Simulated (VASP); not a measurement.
Input of a VASP 6.6.1 run:

The input INCAR:

```
SYSTEM = Tl
PREC = Accurate
ENCUT = 600
EDIFF = 1E-7
ISMEAR = 0
SIGMA = 0.1
LREAL = .False.
LASPH = .True.
NELM = 80
ALGO = Fast
ISIF = 4
LWAVE = .False.
LCHARG = .False.
GGA = PE
IVDW = 12
IBRION = 2
NSW = 50
EDIFFG = -0.01
```

KPOINTS

```
regular mesh
0
Gamma
  15 15 4
  0 0 0
```

File POSCAR:

```
Tl
1.0
    3.3493413292      0.0000000000      0.0000000000
   -1.6746706646      2.9006146770      0.0000000000
    0.0000000000      0.0000000000     10.9987243951
Tl
4
Direct
    0.0000000000      0.0000000000      0.0000000000
    0.3333333333      0.6666666667      0.2500000000
    0.0000000000      0.0000000000      0.5000000000
    0.6666666667      0.3333333333      0.7500000000
```

Potentials or basis: VASP PAW PBE potentials, release 64 (Tl_d).

Run with:

```console
$ cat potpaw_PBE.64/Tl_d/POTCAR > POTCAR
$ mpirun -np 1 vasp_std > vasp.out
```

(1) Estimate the dispersion energy per atom.

(2) Predict the band gap on the k mesh.

## Answers

(1) -0.368 eV.

(2) zero (band 26 reaches 10.78 eV, above the bottom of band 27 at 6.14 eV).

Caveat: the relaxation stopped at its first step, so nothing moved; spin-orbit coupling is left out, which moves the levels of the heavy elements.
